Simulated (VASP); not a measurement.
# CoSi in VASP: notebook

Aim: see how the results for CoSi move with the level of theory and the settings. Levels: PBEsol, PBE. Tasks: single point.

Everything below comes from runs of VASP 6.6.1. Logs are shortened: lines on timing, memory, paths and dates and some standing lists are left out, and cuts for length are marked.

### Step 1. The cell of the first run

Symmetry: P2_13, No. 198, cubic system. The conventional cell has a = 4.438 Å, b = 4.438 Å, c = 4.438 Å, α = 90.00°, β = 90.00°, γ = 90.00°. Co (site symmetry 3) has 7 Si at 2.28 to 2.47 Å and 6 Co at 2.72 Å within 3.0 Å. Si (site symmetry 3) has 7 Co at 2.28 to 2.47 Å and 6 Si at 2.75 Å within 3.0 Å.

### Step 2. Single point, PBEsol, collinear spin, ferromagnetic start

Input file INCAR:

```
SYSTEM = CoSi
  ALGO = Normal
  EDIFF = 1E-6
  ENCUT = 690
  GGA = PS
  GGA_COMPAT = .False.
  ISIF = 2
  ISMEAR = -1
  ISPIN = 2
  LASPH = .True.
  LCHARG = .False.
  LMAXMIX = 4
  LORBIT = 11
  LREAL = .False.
  LWAVE = .False.
  MAGMOM = 1 1 1 1 0 0 0 0
  NBANDS = 56
  NELM = 200
  NUPDOWN = 4.0
  PREC = Accurate
  SIGMA = 0.05
```

Input file KPOINTS:

```
k-points
0
Gamma
  5 5 5
  0 0 0
```

Input file POSCAR:

```
CoSi
1.0
    4.4380000000      0.0000000000      0.0000000000
    0.0000000000      4.4380000000      0.0000000000
    0.0000000000      0.0000000000      4.4380000000
Co Si
4 4
Direct
    0.8600000000      0.6400000000      0.3600000000
    0.6400000000      0.3600000000      0.8600000000
    0.3600000000      0.8600000000      0.6400000000
    0.1400000000      0.1400000000      0.1400000000
    0.1570000000      0.3430000000      0.6570000000
    0.3430000000      0.6570000000      0.1570000000
    0.6570000000      0.1570000000      0.3430000000
    0.8430000000      0.8430000000      0.8430000000
```

Potentials or basis: VASP PAW PBE potentials, release 64 (Co_sv, Si).

Started as:

```sh
$ cat potpaw_PBE.64/Co_sv/POTCAR potpaw_PBE.64/Si/POTCAR > POTCAR
$ mpirun -np 1 vasp_std > vasp.out
```

OUTCAR:

```text
SYSTEM = CoSi
   EDIFF = 1E-6
   ENCUT = 690
   GGA = PS
   ISIF = 2
   ISMEAR = -1
   ISPIN = 2
   LASPH = .True.
   LORBIT = 11
   LREAL = .False.
   NELM = 200
   NUPDOWN = 4.0
   PREC = Accurate

 ion  position               nearest neighbor table
   1  0.860  0.640  0.360-   5 2.28   6 2.33   7 2.33   8 2.33   7 2.47   8 2.47   6 2.47
   2  0.640  0.360  0.860-   6 2.28   5 2.33   7 2.33   8 2.33   5 2.47   7 2.47   8 2.47
   3  0.360  0.860  0.640-   7 2.28   6 2.33   5 2.33   8 2.33   6 2.47   5 2.47   8 2.47
   4  0.140  0.140  0.140-   8 2.28   6 2.33   7 2.33   5 2.33   6 2.47   5 2.47   7 2.47
   5  0.157  0.343  0.657-   1 2.28   2 2.33   3 2.33   4 2.33   3 2.47   4 2.47   2 2.47   8 2.75
                             6 2.75   6 2.75   8 2.75   7 2.75   7 2.75
   6  0.343  0.657  0.157-   2 2.28   1 2.33   3 2.33   4 2.33   1 2.47   3 2.47   4 2.47   8 2.75
                             5 2.75   5 2.75   7 2.75   7 2.75   8 2.75
   7  0.657  0.157  0.343-   3 2.28   2 2.33   1 2.33   4 2.33   2 2.47   1 2.47   4 2.47   8 2.75
                             8 2.75   5 2.75   6 2.75   6 2.75   5 2.75
   8  0.843  0.843  0.843-   4 2.28   2 2.33   3 2.33   1 2.33   2 2.47   1 2.47   3 2.47   5 2.75
                             6 2.75   7 2.75   7 2.75   5 2.75   6 2.75

  LATTYP: Found a simple cubic cell.
 ALAT       =     4.4380000000

  Lattice vectors:

 A1 = (   4.4380000000,   0.0000000000,   0.0000000000)
 A2 = (   0.0000000000,   4.4380000000,   0.0000000000)
 A3 = (   0.0000000000,   0.0000000000,   4.4380000000)

Analysis of symmetry for initial positions (statically):
=====================================================================
 Subroutine PRICEL returns:
 Original cell was already a primitive cell.

 Routine SETGRP: Setting up the symmetry group for a
 simple cubic supercell.

 Subroutine GETGRP returns: Found 12 space group operations
 (whereof  3 operations were pure point group operations)
 out of a pool of 48 trial point group operations.

The static configuration has the point symmetry C_3 .
 The point group associated with its full space group is T   .

Analysis of symmetry for dynamics (positions and initial velocities):
=====================================================================
 Subroutine PRICEL returns:
 Original cell was already a primitive cell.

 Routine SETGRP: Setting up the symmetry group for a
 simple cubic supercell.

 Subroutine GETGRP returns: Found 12 space group operations
 (whereof  3 operations were pure point group operations)
 out of a pool of 48 trial point group operations.

The dynamic configuration has the point symmetry C_3 .
 The point group associated with its full space group is T   .
[... 156 lines left out ...]
  free energy    TOTEN  =       -58.65006850 eV

  energy without entropy =      -58.63434554  energy(sigma->0) =      -58.64220702

 E-fermi :  12.5622     XC(G=0): -13.2016

 val. band max:       13.9082250561   @ k =   0.4000   0.0000   0.0000
 cond. band min:      12.7268885049   @ k =   0.4000   0.0000   0.0000
 fundamental gap:     -1.1813365512
 Fermi energy:        14.0299403194

 spin component 1

 k-point     1 :       0.0000    0.0000    0.0000
  band No.  band energies     occupation
      1     -82.5032      1.00000
      2     -82.4919      1.00000
      3     -82.4919      1.00000
      4     -82.4919      1.00000
      5     -46.1380      1.00000
      6     -46.1380      1.00000
[... 616 lines left out ...]
     53      19.1182      0.00000
     54      19.6454      0.00000
 Fermi energy:        12.5622469801

 spin component 2

 k-point     1 :       0.0000    0.0000    0.0000
  band No.  band energies     occupation
      1     -81.3633      1.00000
      2     -81.3514      1.00000
      3     -81.3514      1.00000
      4     -81.3514      1.00000
      5     -44.9631      1.00000
      6     -44.9631      1.00000
[... 616 lines left out ...]
     53      19.3085      0.00000
     54      19.8413      0.00000
 [bands above 54 left out]

------------------------ aborting loop because EDIFF is reached ----------------------------------------

  FORCE on cell =-STRESS in cart. coord.  units (eV):
  Direction    XX          YY          ZZ          XY          YZ          ZX
  --------------------------------------------------------------------------------------
  -------------------------------------------------------------------------------------
  Total       -0.2458527     -0.2458527     -0.2458527      0.0000000      0.0000000      0.0000000
  in kB       -4.5063378     -4.5063378     -4.5063378      0.0000000      0.0000000      0.0000000
  external PRESSURE =      -4.5063378 kB  Pullay stress =       0.0000000 kB

 VOLUME and BASIS-vectors are now :
 -----------------------------------------------------------------------------
  energy-cutoff  :      690.00
  volume of cell :       87.41
      direct lattice vectors                 reciprocal lattice vectors
     4.438000000  0.000000000  0.000000000     0.225326724  0.000000000  0.000000000
     0.000000000  4.438000000  0.000000000     0.000000000  0.225326724  0.000000000
     0.000000000  0.000000000  4.438000000     0.000000000  0.000000000  0.225326724

 POSITION                                       TOTAL-FORCE (eV/Angst)
 -----------------------------------------------------------------------------------
      3.81668      2.84032      1.59768        -0.007622      0.007622     -0.007622
      2.84032      1.59768      3.81668         0.007622     -0.007622     -0.007622
      1.59768      3.81668      2.84032        -0.007622     -0.007622      0.007622
      0.62132      0.62132      0.62132         0.007622      0.007622      0.007622
      0.69677      1.52223      2.91577        -0.004170      0.004170     -0.004170
      1.52223      2.91577      0.69677         0.004170     -0.004170     -0.004170
      2.91577      0.69677      1.52223        -0.004170     -0.004170      0.004170
      3.74123      3.74123      3.74123         0.004170      0.004170      0.004170
 -----------------------------------------------------------------------------------
    total drift:                                0.000002      0.000000      0.000000

  FREE ENERGIE OF THE ION-ELECTRON SYSTEM (eV)
  ---------------------------------------------------
  free  energy   TOTEN  =       -58.6500684974 eV

  energy  without entropy=      -58.6343455437  energy(sigma->0) =      -58.64220702

 total charge

# of ion       s       p       d       tot
------------------------------------------
    1        2.216   6.145   6.848  15.208
    2        2.216   6.145   6.848  15.208
    3        2.216   6.145   6.848  15.208
    4        2.216   6.145   6.848  15.208
    5        0.736   0.888   0.000   1.624
    6        0.736   0.888   0.000   1.624
    7        0.736   0.888   0.000   1.624
    8        0.736   0.888   0.000   1.624
--------------------------------------------------
tot         11.809  28.132  27.391  67.331

 magnetization (x)

# of ion       s       p       d       tot
------------------------------------------
    1        0.005   0.008   0.934   0.947
    2        0.005   0.008   0.934   0.947
    3        0.005   0.008   0.934   0.947
    4        0.005   0.008   0.934   0.947
    5        0.012   0.015   0.000   0.026
    6        0.012   0.015   0.000   0.026
    7        0.012   0.015   0.000   0.026
    8        0.012   0.015   0.000   0.026
--------------------------------------------------
tot          0.068   0.090   3.735   3.894
```

OSZICAR:

```text
N       E                     dE             d eps       ncg     rms          rms(c)
DAV:   1     0.214397332758E+04    0.21440E+04   -0.48340E+04  3016   0.425E+03
DAV:   2     0.331255146395E+03   -0.18127E+04   -0.17301E+04  3384   0.133E+03
DAV:   3    -0.361190274386E+02   -0.36737E+03   -0.35494E+03  3776   0.629E+02
DAV:   4    -0.646080840282E+02   -0.28489E+02   -0.28275E+02  4272   0.163E+02
DAV:   5    -0.663078268008E+02   -0.16997E+01   -0.16989E+01  4136   0.472E+01    0.348E+01
DAV:   6    -0.728139229748E+02   -0.65061E+01   -0.10991E+02  3616   0.186E+02    0.615E+01
DAV:   7    -0.588619888721E+02    0.13952E+02   -0.45144E+01  3128   0.121E+02    0.880E+00
DAV:   8    -0.587092692041E+02    0.15272E+00   -0.24330E+00  4304   0.176E+01    0.392E+00
DAV:   9    -0.586654102912E+02    0.43859E-01   -0.18974E-01  4152   0.432E+00    0.190E+00
DAV:  10    -0.586510594425E+02    0.14351E-01   -0.22440E-02  4056   0.116E+00    0.695E-01
DAV:  11    -0.586501045475E+02    0.95490E-03   -0.42268E-03  3840   0.103E+00    0.326E-01
DAV:  12    -0.586500710062E+02    0.33541E-04   -0.22469E-04  4472   0.203E-01    0.148E-01
DAV:  13    -0.586500722862E+02   -0.12800E-05   -0.22211E-05  3872   0.622E-02    0.576E-02
DAV:  14    -0.586500693089E+02    0.29773E-05   -0.35277E-06  2248   0.365E-02    0.151E-02
DAV:  15    -0.586500684974E+02    0.81160E-06   -0.17401E-06  2152   0.199E-02
   1 F= -.58650068E+02 E0= -.58642207E+02  d E =-.157230E-01  mag=     4.0000
```

Run time: 2.5 min. Hardware: 1 thread of AMD EPYC 7R13 (Zen 3), shared host; peak memory 0.3 GiB.

Results:

* Free energy: -58.6501 eV
* Pressure: -0.5 GPa
* Largest force: 0.013 eV/Å
* Net moment: 4.00 μB per cell
* Site moments: Co +0.95; Si +0.03 μB
* Valence electrons inside the program's atomic spheres: Co 15.21; Si 1.62

Forces on the atoms (eV/Å):
```
Co  -0.008  0.008 -0.008
Co   0.008 -0.008 -0.008
Co  -0.008 -0.008  0.008
Co   0.008  0.008  0.008
Si  -0.004  0.004 -0.004
Si   0.004 -0.004 -0.004
Si  -0.004 -0.004  0.004
Si   0.004  0.004  0.004
```

Caveat: the PAW data sets were made with another functional, which shifts forces and pressure a little; the total moment is fixed, so each spin has its own Fermi level and the state may be an excited one.

### Step 3. Single point, PBE, collinear spin, ferromagnetic start (atoms moved at random)

Input file INCAR:

```
SYSTEM = CoSi
  PREC = Accurate
  ENCUT = 520
  EDIFF = 1E-6
  ISMEAR = -1
  SIGMA = 0.05
  LREAL = .False.
  LASPH = .True.
  NELM = 150
  ALGO = Normal
  ISIF = 2
  LWAVE = .False.
  LCHARG = .False.
  ISPIN = 2
  MAGMOM = 2 2 2 2 0 0 0 0
  LORBIT = 11
  LMAXMIX = 4
  GGA = PE
  NBANDS = 40
  KPAR = 4
```

Input file KPOINTS:

```
regular mesh
0
Gamma
  6 6 6
  0 0 0
```

Input file POSCAR:

```
CoSi
1.0
    4.4380000000      0.0000000000      0.0000000000
    0.0000000000      4.4380000000      0.0000000000
    0.0000000000      0.0000000000      4.4380000000
Co Si
4 4
Direct
    0.8592590000      0.6497930000      0.3729130000
    0.6291820000      0.3641010000      0.8662960000
    0.3581580000      0.8559240000      0.6363360000
    0.1396020000      0.1369530000      0.1478780000
    0.1622860000      0.3361150000      0.6631500000
    0.3409170000      0.6500330000      0.1546650000
    0.6560780000      0.1717600000      0.3450530000
    0.8455160000      0.8386400000      0.8315510000
```

Potentials or basis: VASP PAW PBE potentials, release 64 (Co, Si).

Started as:

```sh
$ cat potpaw_PBE.64/Co/POTCAR potpaw_PBE.64/Si/POTCAR > POTCAR
$ mpirun -np 4 vasp_std > vasp.out
```

It took 8.4 min on 4 MPI ranks of Oxide Virtual Turin-like, shared host; peak memory 0.6 GiB.

The run converged. Its results:

* Free energy: -54.5805 eV
* Pressure: 0.9 GPa
* Largest force: 1.135 eV/Å
* Band gap on the k mesh: zero (filled and empty bands overlap)
* Net moment: 0.00 μB per cell
* Valence electrons inside the program's atomic spheres: Co 8.63, 8.66, 8.62, 8.60; Si 1.61, 1.62 (each value once)

Forces in eV/Å, atoms in the order of the input:
```
Co   0.011 -0.523 -0.993
Co   0.960 -0.430 -0.426
Co   0.030  0.031  0.281
Co  -0.091  0.139 -0.158
Si  -0.520  0.207 -0.299
Si  -0.274  0.627  0.439
Si  -0.045 -0.587  0.159
Si  -0.071  0.537  0.996
```

Stress tensor (GPa, compression positive):
```
 0.78 -0.71 -0.32
-0.71  0.48  1.34
-0.32  1.34  1.53
```

Levels at points of the mesh, in eV from the Fermi level:
Spin up:
| k point | band 22 | band 23 | band 24 | band 25 | band 26 | band 27 | band 28 | band 29 | band 30 | band 31 |
| --- | --- | --- | --- | --- | --- | --- | --- | --- | --- | --- |
| (0.00, 0.00, 0.00) | -0.94 | -0.85 | -0.83 | -0.12 | -0.04 | -0.01 | 2.31 | 2.40 | 2.52 | 2.83 |
| (0.50, 0.00, 0.00) | -1.06 | -0.77 | -0.72 | -0.50 | -0.49 | 0.88 | 0.98 | 1.33 | 1.39 | 4.13 |
| (0.00, 0.50, 0.00) | -1.12 | -0.78 | -0.72 | -0.56 | -0.45 | 0.85 | 1.02 | 1.40 | 1.44 | 4.10 |
| (0.00, 0.00, 0.50) | -1.12 | -0.75 | -0.73 | -0.55 | -0.48 | 0.89 | 1.04 | 1.31 | 1.47 | 4.17 |
| (0.50, 0.50, 0.00) | -1.54 | -1.14 | -1.04 | -0.11 | -0.08 | 0.47 | 0.52 | 1.93 | 1.97 | 2.34 |
| (0.00, 0.50, 0.50) | -1.46 | -1.12 | -1.02 | -0.16 | 0.00 | 0.46 | 0.62 | 1.87 | 1.91 | 2.37 |
| (0.50, 0.00, 0.50) | -1.54 | -1.09 | -1.05 | -0.09 | -0.07 | 0.49 | 0.52 | 1.89 | 1.94 | 2.40 |
| (0.50, 0.50, 0.50) | -1.28 | -1.22 | -1.18 | -0.34 | -0.30 | -0.22 | -0.18 | 5.11 | 5.16 | 5.25 |
Spin down:
```tsv
k point	band 24	band 25	band 26	band 27	band 28	band 29
(0.00, 0.00, 0.00)	-0.83	-0.12	-0.04	-0.01	2.31	2.40
(0.50, 0.00, 0.00)	-0.72	-0.50	-0.49	0.88	0.98	1.33
(0.00, 0.50, 0.00)	-0.72	-0.56	-0.45	0.85	1.02	1.40
(0.00, 0.00, 0.50)	-0.73	-0.55	-0.48	0.89	1.04	1.31
(0.50, 0.50, 0.00)	-1.04	-0.11	-0.08	0.47	0.52	1.93
(0.00, 0.50, 0.50)	-1.02	-0.16	0.00	0.46	0.62	1.87
(0.50, 0.00, 0.50)	-1.05	-0.09	-0.07	0.49	0.52	1.89
(0.50, 0.50, 0.50)	-1.18	-0.34	-0.30	-0.22	-0.18	5.11
```

Caveat: the cell differs from its parent crystal (atoms moved at random); the moments typed at the start vanished in this run; forces of over 1 eV/Å act on the atoms, so gaps and moduli don't describe the material at rest.

(Continued in part 2 of 2.)
